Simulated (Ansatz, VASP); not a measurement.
Fe2O3: VASP beside Ansatz

Contents of INCAR:

```
SYSTEM = Fe2O3
PREC = Accurate ; ENCUT = 600
EDIFF = 1E-6 ; ISMEAR = -1
SIGMA = 0.05 ; LREAL = .False.
LASPH = .True. ; NELM = 200
ALGO = Normal ; ISIF = 2
LWAVE = .False. ; LCHARG = .False.
ISPIN = 2 ; MAGMOM = 0 0 0 0 0 0 4 4 4 4
LORBIT = 11 ; LMAXMIX = 4
LDAU = .True. ; LDAUTYPE = 2
LDAUL = -1 2 ; LDAUU = 0 3.6
LDAUJ = 0 0 ; LDAUPRINT = 1
GGA = PE ; NBANDS = 49
GGA_COMPAT = .False.
```

File KPOINTS:

```
regular mesh
0
Gamma
  4 4 4
  0 0 0
```

POSCAR

```
Fe2O3
1.0
    2.5150004800      1.4520362000      4.5833300000
   -2.5150004800      1.4520362000      4.5833300000
    0.0000000000     -2.9040724100      4.5833300000
O Fe
6 4
Direct
    0.7500000000      0.1060000000      0.3940000000
    0.3940000000      0.7500000000      0.1060000000
    0.1060000000      0.3940000000      0.7500000000
    0.2500000000      0.8940000000      0.6060000000
    0.6060000000      0.2500000000      0.8940000000
    0.8940000000      0.6060000000      0.2500000000
    0.8527000000      0.8527000000      0.8527000000
    0.6473000000      0.6473000000      0.6473000000
    0.1473000000      0.1473000000      0.1473000000
    0.3527000000      0.3527000000      0.3527000000
```

Input for Ansatz:

```yaml
crystal:
  lattice:
    - [2.51500048, 1.4520362, 4.58333]
    - [-2.51500048, 1.4520362, 4.58333]
    - [0.0, -2.90407241, 4.58333]
  atoms:
    - { symbol: O, position: [0.75, 0.106, 0.394] }
    - { symbol: O, position: [0.394, 0.75, 0.106] }
    - { symbol: O, position: [0.106, 0.394, 0.75] }
    - { symbol: O, position: [0.25, 0.894, 0.606] }
    - { symbol: O, position: [0.606, 0.25, 0.894] }
    - { symbol: O, position: [0.894, 0.606, 0.25] }
    - { symbol: Fe, position: [0.8527, 0.8527, 0.8527], spin: 4.0 }
    - { symbol: Fe, position: [0.6473, 0.6473, 0.6473], spin: 4.0 }
    - { symbol: Fe, position: [0.1473, 0.1473, 0.1473], spin: 4.0 }
    - { symbol: Fe, position: [0.3527, 0.3527, 0.3527], spin: 4.0 }
magnetization:
  spin_polarized: true
hamiltonian:
  xc: pbe
  pseudopotentials: { kind: paw }
  hubbard: { sites: [{ species: Fe, l: d, u_eff: 3.6 }] }
basis:
  ecutwfc: 420
kpoints:
  mp_grid: { grid: [4, 4, 4] }
scf:
  occupations: { method: fermi_dirac, width: 0.05 }
  lower_state_search: "off"
  algorithm: density_mixing
  max_iter: 60
  mixing: { algorithm: broyden, beta: 0.5, preconditioner: kerker_dos }
output:
  forces: true
  stress: true
```

Alike in both runs: task single point; functional PBE; k mesh 4 × 4 × 4; occupations fermi-dirac, width 0.05 eV; collinear spin; Hubbard terms Fe d U = 3.6 eV.

```csv
,VASP,Ansatz
version,VASP 6.6.1,Ansatz 0.2.0
potentials or method,"VASP PAW PBE potentials, release 64 (O, Fe), cutoff 600 eV","PAW, plane waves, scalar-relativistic"
valence electrons in the cell,68,100
```

|  | VASP | Ansatz | Ansatz less VASP |
| --- | --- | --- | --- |
| pressure (GPa) | 18.6 | 23.4 | +4.83 |
| traceless stress, the component that is largest in VASP (GPa) | -2.26 | -3.23 | -0.962 |
| rms of the force components (eV/Å) | 1.264 | 1.273 | +0.0091 |
| net moment per atom (μB) | 2.00 | 2.00 | -0.001 |
| size of the moment on the site where the two differ most (μB) | 4.27 | 3.75 | -0.524 |

Site moments also hang on the region over which each program counts them. The programs project onto different local orbitals, so the same U acts differently, and such runs can settle in different states. Atom by atom the forces differ by 0.018 eV/Å (rms over components). VASP's potentials hold 68 valence electrons a cell and Ansatz's 100, so a difference there can come from the potentials and not from the codes. Ansatz's warnings: stability check not made.
